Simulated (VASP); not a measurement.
# Mg (Im-3m) in VASP: a series of runs

Runs on Mg. Level: LDA. Tasks: electric field gradients.

All numbers are computed with VASP 6.6.1; they aren't measurements. Logs are shortened: lines on timing, memory, paths and dates and some standing lists are left out, and cuts for length are marked.

## Step 1: The cell of the first run

It takes space group Im-3m (No. 229, cubic). Conventional cell: a = 2.943 Å, b = 2.943 Å, c = 2.943 Å, α = 90.00°, β = 90.00°, γ = 90.00°. Within 3.4 Å of Mg (site symmetry m-3m) lie 14 Mg at 2.55 to 2.94 Å.

## Step 2: Electric field gradients, LDA (volume scaled by 0.99)

INCAR

```
SYSTEM = Mg
ALGO = Normal
EDIFF = 1E-8
ENCUT = 520
ISIF = 2
ISMEAR = -1
LASPH = .True.
LCHARG = .False.
LEFG = .True.
LREAL = .False.
LWAVE = .False.
NBANDS = 7
NELM = 100
PREC = Accurate
SIGMA = 0.03
```

KPOINTS

```
k-points
0
Gamma
  19 19 19
  0 0 0
```

POSCAR

```
Mg
1.0
   -1.4715618360      1.4715618360      1.4715618360
    1.4715618360     -1.4715618360      1.4715618360
    1.4715618360      1.4715618360     -1.4715618360
Mg
1
Direct
    0.0000000000      0.0000000000      0.0000000000
```

Potentials or basis: VASP PAW LDA potentials, release 64 (Mg).

Run with:

```console
cat potpaw_LDA.64/Mg/POTCAR > POTCAR
mpirun -np 1 vasp_std > vasp.out
```

OUTCAR:

```text
SYSTEM = Mg
   EDIFF = 1E-8
   ENCUT = 520
   ISIF = 2
   ISMEAR = -1
   LASPH = .True.
   LREAL = .False.
   NELM = 100
   PREC = Accurate

 ion  position               nearest neighbor table
   1  0.000  0.000  0.000-

  LATTYP: Found a body centered cubic cell.
 ALAT       =     2.9431236720

  Lattice vectors:

 A1 = (  -1.4715618360,   1.4715618360,   1.4715618360)
 A2 = (   1.4715618360,  -1.4715618360,   1.4715618360)
 A3 = (   1.4715618360,   1.4715618360,  -1.4715618360)

Analysis of symmetry for initial positions (statically):
=====================================================================
 Subroutine PRICEL returns:
 Original cell was already a primitive cell.

 Routine SETGRP: Setting up the symmetry group for a
 body centered cubic supercell.

 Subroutine GETGRP returns: Found 48 space group operations
 (whereof 48 operations were pure point group operations)
 out of a pool of 48 trial point group operations.

The static configuration has the point symmetry O_h .

Analysis of symmetry for dynamics (positions and initial velocities):
=====================================================================
 Subroutine PRICEL returns:
 Original cell was already a primitive cell.

 Routine SETGRP: Setting up the symmetry group for a
 body centered cubic supercell.

 Subroutine GETGRP returns: Found 48 space group operations
 (whereof 48 operations were pure point group operations)
 out of a pool of 48 trial point group operations.

The dynamic configuration has the point symmetry O_h .

 Subroutine INISYM returns: Found 48 space group operations
 (whereof 48 operations are pure point group operations),
 and found     1 'primitive' translations

----------------------------------------------------------------------------------------

                                     Primitive cell

  volume of cell :      12.7466

  direct lattice vectors                    reciprocal lattice vectors
    -1.471561836  1.471561836  1.471561836     0.000000000  0.339775052  0.339775052
     1.471561836 -1.471561836  1.471561836     0.339775052  0.000000000  0.339775052
[... 117 lines left out ...]
 maximum number of plane-waves:       370
   NGX =  9   NGY =  9   NGZ =  9

 number of electron       2.0000000 magnetization

 Free energy of the ion-electron system (eV)
  ---------------------------------------------------
  ext. energy  EPLUGINS =         0.00000000
  ---------------------------------------------------
  free energy    TOTEN  =        -0.76102260 eV

  energy without entropy =       -0.76005749  energy(sigma->0) =       -0.76054004

 E-fermi :   6.5162     XC(G=0): -10.8012

 val. band max:        6.4981980380   @ k =   0.3684   0.1579   0.1053
 cond. band min:       6.5326370430   @ k =   0.3684   0.1053   0.1053
 fundamental gap:      0.0344390051
 Fermi energy:         6.5162250598

 k-point     1 :       0.0000    0.0000    0.0000
  band No.  band energies     occupation
      1      -3.4006      2.00000
      2      23.8150      0.00000
      3      23.8150      0.00000
      4      23.8150      0.00000
      5      26.6956      0.00000
      6      26.6956      0.00000
      7      28.6382      0.00000
[... 221 lines left out ...]
 k-point    24 :       0.3158    0.1053   -0.0000
  band No.  band energies     occupation
      1       1.4154      2.00000
      2       9.5848      0.00000
      3      15.7307      0.00000
      4      20.7914      0.00000
      5      22.8872      0.00000
      6      26.7370      0.00000
      7      30.3493      0.00000

 [... further k-points ...]

------------------------ aborting loop because EDIFF is reached ----------------------------------------

  FORCE on cell =-STRESS in cart. coord.  units (eV):
  Direction    XX          YY          ZZ          XY          YZ          ZX
  --------------------------------------------------------------------------------------
  -------------------------------------------------------------------------------------
  Total        4.6264719      4.6264719      4.6264719      0.0000000      0.0000000     -0.0000000
  in kB      581.5204209    581.5204209    581.5204209      0.0000000      0.0000000     -0.0000000
  external PRESSURE =     581.5204209 kB  Pullay stress =       0.0000000 kB

 VOLUME and BASIS-vectors are now :
 -----------------------------------------------------------------------------
  energy-cutoff  :      520.00
  volume of cell :       12.75
      direct lattice vectors                 reciprocal lattice vectors
    -1.471561836  1.471561836  1.471561836     0.000000000  0.339775052  0.339775052
     1.471561836 -1.471561836  1.471561836     0.339775052  0.000000000  0.339775052
     1.471561836  1.471561836 -1.471561836     0.339775052  0.339775052  0.000000000

 POSITION                                       TOTAL-FORCE (eV/Angst)
 -----------------------------------------------------------------------------------
      0.00000      0.00000      0.00000        -0.000000     -0.000000     -0.000000
 -----------------------------------------------------------------------------------
    total drift:                               -0.000000     -0.000000      0.000000

  FREE ENERGIE OF THE ION-ELECTRON SYSTEM (eV)
  ---------------------------------------------------
  free  energy   TOTEN  =        -0.7610226019 eV

  energy  without entropy=       -0.7600574857  energy(sigma->0) =       -0.76054004

 Electric field gradients (V/A^2)
---------------------------------------------------------------------
 ion       V_xx      V_yy      V_zz      V_xy      V_xz      V_yz
---------------------------------------------------------------------
   1      -0.000     0.000     0.000     0.000     0.000     0.000
---------------------------------------------------------------------

 Electric field gradients after diagonalization (V/A^2)
 (convention: |V_zz| > |V_xx| > |V_yy|)
----------------------------------------------------------------------
 ion       V_xx      V_yy      V_zz     asymmetry (V_yy - V_xx)/ V_zz
----------------------------------------------------------------------
   1      -0.000    -0.000     0.000       0.000
----------------------------------------------------------------------

           NMR quadrupolar parameters

 Cq : quadrupolar parameter    Cq=e*Q*V_zz/h
 eta: asymmetry parameters     (V_yy - V_xx)/ V_zz
 Q  : nuclear electric quadrupole moment in mb (millibarn)
----------------------------------------------------------------------
 ion       Cq(MHz)       eta       Q (mb)
----------------------------------------------------------------------
   1       0.000       0.000       1.000
----------------------------------------------------------------------
```

OSZICAR:

```text
N       E                     dE             d eps       ncg     rms          rms(c)
DAV:   1     0.107928730119E+00    0.10793E+00   -0.10176E+03  3577   0.212E+02
DAV:   2    -0.806620384613E+00   -0.91455E+00   -0.88189E+00  4361   0.146E+01
DAV:   3    -0.808434467586E+00   -0.18141E-02   -0.18125E-02  3640   0.740E-01
DAV:   4    -0.808435860864E+00   -0.13933E-05   -0.13933E-05  4452   0.159E-02
DAV:   5    -0.808435862957E+00   -0.20925E-08   -0.22380E-08  3675   0.435E-04    0.753E-01
DAV:   6    -0.778929099425E+00    0.29507E-01   -0.37446E-04  3535   0.122E-01    0.480E-01
DAV:   7    -0.761201517411E+00    0.17728E-01   -0.88794E-04  3269   0.189E-01    0.197E-02
DAV:   8    -0.761035401094E+00    0.16612E-03   -0.23834E-05  3913   0.303E-02    0.597E-03
DAV:   9    -0.761023131092E+00    0.12270E-04   -0.50614E-06  3514   0.135E-02    0.722E-04
DAV:  10    -0.761022618212E+00    0.51288E-06   -0.73234E-08  3731   0.167E-03    0.141E-04
DAV:  11    -0.761022602277E+00    0.15936E-07   -0.29311E-09  3213   0.350E-04    0.952E-06
DAV:  12    -0.761022601893E+00    0.38320E-09   -0.72141E-11  1813   0.376E-05
   1 F= -.76102260E+00 E0= -.76054004E+00  d E =-.965116E-03
```

Run time: 10 s. Hardware: 1 thread of AMD EPYC 9R45 (Zen 5), shared host; peak memory 0.1 GiB.

What came out:

| Quantity | Value |
| --- | --- |
| Free energy | -0.7610 eV |
| Pressure | 58.2 GPa |
| Band gap on the k mesh | zero (band 1 reaches 9.83 eV, above the bottom of band 2 at 5.58 eV) |

Caveat: without QUAD_EFG the Cq values of the log hold for a quadrupole moment of 1 mb, not for the nuclei.

## Step 3: Electric field gradients, LDA (volume scaled by 0.99)

INCAR

```
PREC = Accurate ; ENCUT = 520
EDIFF = 1E-8 ; ISMEAR = -1
SIGMA = 0.03 ; LREAL = F
LASPH = T ; NELM = 60
ALGO = Normal ; ISIF = 2
LWAVE = F ; LCHARG = F
GGA = CA ; LEFG = T
NBANDS = 7
```

KPOINTS

```
Automatic mesh
0
Gamma
  19 19 19
```

POSCAR is that of step 2.

Potentials or basis: VASP PAW LDA potentials, release 64 (Mg).

Run with:

```console
cat potpaw_LDA.64/Mg/POTCAR > POTCAR
mpirun -np 1 vasp_std > vasp.out
```

OUTCAR:

```text
PREC = Accurate
   ENCUT = 520
   EDIFF = 1E-8
   ISMEAR = -1
   LREAL = F
   LASPH = T
   NELM = 60
   ISIF = 2
   GGA = CA

 ion  position               nearest neighbor table
   1  0.000  0.000  0.000-

  LATTYP: Found a body centered cubic cell.
 ALAT       =     2.9431236720

  Lattice vectors:

 A1 = (  -1.4715618360,   1.4715618360,   1.4715618360)
 A2 = (   1.4715618360,  -1.4715618360,   1.4715618360)
[... 445 lines left out ...]
    total drift:                               -0.000000     -0.000000      0.000000

  FREE ENERGIE OF THE ION-ELECTRON SYSTEM (eV)
  ---------------------------------------------------
  free  energy   TOTEN  =        -0.7610226019 eV

  energy  without entropy=       -0.7600574857  energy(sigma->0) =       -0.76054004

 Electric field gradients (V/A^2)
---------------------------------------------------------------------
 ion       V_xx      V_yy      V_zz      V_xy      V_xz      V_yz
---------------------------------------------------------------------
   1      -0.000     0.000     0.000     0.000     0.000     0.000
---------------------------------------------------------------------

 Electric field gradients after diagonalization (V/A^2)
 (convention: |V_zz| > |V_xx| > |V_yy|)
----------------------------------------------------------------------
 ion       V_xx      V_yy      V_zz     asymmetry (V_yy - V_xx)/ V_zz
----------------------------------------------------------------------
   1      -0.000    -0.000     0.000       0.000
----------------------------------------------------------------------

           NMR quadrupolar parameters

 Cq : quadrupolar parameter    Cq=e*Q*V_zz/h
 eta: asymmetry parameters     (V_yy - V_xx)/ V_zz
 Q  : nuclear electric quadrupole moment in mb (millibarn)
----------------------------------------------------------------------
 ion       Cq(MHz)       eta       Q (mb)
----------------------------------------------------------------------
   1       0.000       0.000       1.000
----------------------------------------------------------------------
```

OSZICAR:

```text
N       E                     dE             d eps       ncg     rms          rms(c)
DAV:   1     0.107928730119E+00    0.10793E+00   -0.10176E+03  3577   0.212E+02
DAV:   2    -0.806620384613E+00   -0.91455E+00   -0.88189E+00  4361   0.146E+01
DAV:   3    -0.808434467586E+00   -0.18141E-02   -0.18125E-02  3640   0.740E-01
DAV:   4    -0.808435860864E+00   -0.13933E-05   -0.13933E-05  4452   0.159E-02
DAV:   5    -0.808435862957E+00   -0.20925E-08   -0.22380E-08  3675   0.435E-04    0.753E-01
DAV:   6    -0.778929099425E+00    0.29507E-01   -0.37446E-04  3535   0.122E-01    0.480E-01
DAV:   7    -0.761201517411E+00    0.17728E-01   -0.88794E-04  3269   0.189E-01    0.197E-02
DAV:   8    -0.761035401094E+00    0.16612E-03   -0.23834E-05  3913   0.303E-02    0.597E-03
DAV:   9    -0.761023131092E+00    0.12270E-04   -0.50614E-06  3514   0.135E-02    0.722E-04
DAV:  10    -0.761022618212E+00    0.51288E-06   -0.73234E-08  3731   0.167E-03    0.141E-04
DAV:  11    -0.761022602277E+00    0.15936E-07   -0.29311E-09  3213   0.350E-04    0.952E-06
DAV:  12    -0.761022601893E+00    0.38320E-09   -0.72141E-11  1813   0.376E-05
   1 F= -.76102260E+00 E0= -.76054004E+00  d E =-.965116E-03
```

stdout:

```text
POSCAR found type information on POSCAR Mg
 POSCAR found :  1 types and       1 ions
 scaLAPACK will be used
 LDA part: xc-table for (Slater(with rela. corr.)+CA(PZ))
 , standard interpolation
 POSCAR, INCAR and KPOINTS ok, starting setup
 FFT: planning ... GRIDC
 FFT: planning ... GRID_SOFT
 FFT: planning ... GRID
 WAVECAR not read
 entering main loop
ion   1
```

Run time: 10 s. Hardware: 1 thread of AMD EPYC 9R45 (Zen 5), shared host; peak memory 0.1 GiB.

What came out:

| Property | Result |
| --- | --- |
| Free energy | -0.7610 eV |
| Pressure | 58.2 GPa |
| Band gap on the k mesh | zero (band 1 reaches 9.83 eV, above the bottom of band 2 at 5.58 eV) |

Caveat: without QUAD_EFG the Cq values of the log hold for a quadrupole moment of 1 mb, not for the nuclei.
